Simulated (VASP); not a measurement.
Wanted: the native input for a VASP 6.6.1 run.

| Property | Result |
| --- | --- |
| Task | single point |
| Functional | PBEsol |
| Potentials or basis | VASP PAW PBE potentials, release 64 (Fe, Si) |
| Cutoff | 520 eV |
| k mesh | 4 × 2 × 2 |
| Occupations | fermi-dirac, width 0.026 eV |
| Spin | no spin polarisation |
| Dipole correction | no |
| Further INCAR settings | LREAL = Auto; ALGO = Normal; EDIFF = 1e-06; NBANDS = 118 |

The structure of FeSi lies in POSCAR:

```
FeSi
1.0
    4.4030518947      0.0000000000      0.0000000000
    0.0000000000      8.8061037893      0.0000000000
    0.0000000000      0.0000000000      8.8061037893
Fe Si
16 16
Direct
    0.8577207560      0.3192742292      0.1872812358
    0.6356899866      0.1804204263      0.4314273475
    0.3629655153      0.4298156245      0.3194639840
    0.1566056945      0.0716605226      0.0764213114
    0.8383605482      0.3231420011      0.6863018134
    0.6633794172      0.1858455271      0.9297494324
    0.3543707949      0.4280310669      0.8164609653
    0.1270014557      0.0721767555      0.5763018608
    0.8433121137      0.8140410528      0.1827053188
    0.6542287188      0.6823500090      0.4228133223
    0.3602948677      0.9267303901      0.3182989966
    0.1371510067      0.5646664085      0.0690308693
    0.8590341632      0.8207026822      0.6825244335
    0.6406156610      0.6848773469      0.9240221549
    0.3545129690      0.9295890891      0.8254782335
    0.1299466855      0.5754672124      0.5659309860
    0.1569781634      0.1692082033      0.3368563523
    0.3460579245      0.3269931935      0.0865673422
    0.6785613868      0.0825043649      0.1640354275
    0.8324927999      0.4211294903      0.4241978166
    0.1606924054      0.1669906505      0.8381864644
    0.3403500653      0.3364281265      0.5817407020
    0.6570469913      0.0882387965      0.6799215798
    0.8324112656      0.4231403682      0.9220224056
    0.1827691381      0.6743010464      0.3251231269
    0.3336176895      0.8264189446      0.0785036171
    0.6637116868      0.5788814352      0.1710653242
    0.8414606706      0.9181006940      0.4204774425
    0.1566999473      0.6687944113      0.8297456145
    0.3528570721      0.8301294392      0.5776436574
    0.6500350367      0.5810961490      0.6626827414
    0.8443082409      0.9296715319      0.9186860834
```

One way to write it, as run:

INCAR

```
SYSTEM = FeSi
ALGO = Normal ; EDIFF = 1E-6
ENCUT = 520 ; GGA = PS
ISIF = 2 ; ISMEAR = -1
LASPH = .True. ; LCHARG = .False.
LREAL = Auto ; LWAVE = .False.
NBANDS = 118 ; NELM = 60
PREC = Accurate ; SIGMA = 0.026
```

KPOINTS

```
k-points
0
Gamma
  4 2 2
  0 0 0
```

Potentials or basis: VASP PAW PBE potentials, release 64 (Fe, Si).

Command:

```sh
$ cat potpaw_PBE.64/Fe/POTCAR potpaw_PBE.64/Si/POTCAR > POTCAR
$ mpirun -np 1 vasp_std > vasp.out
```

Results of the run:

The pressure is 1.1 GPa and the largest force is 1.865 eV/Å. The band gap on the k mesh is 0.06 eV.

Caveat: the atoms stand as in a frame of molecular dynamics; the PAW data sets were made with another functional, which shifts forces and pressure a little.

Wall time 25 min on 1 thread of AMD EPYC 9R45 96-Core Processor (Zen 5), on a shared host, peak memory 0.56 GiB.
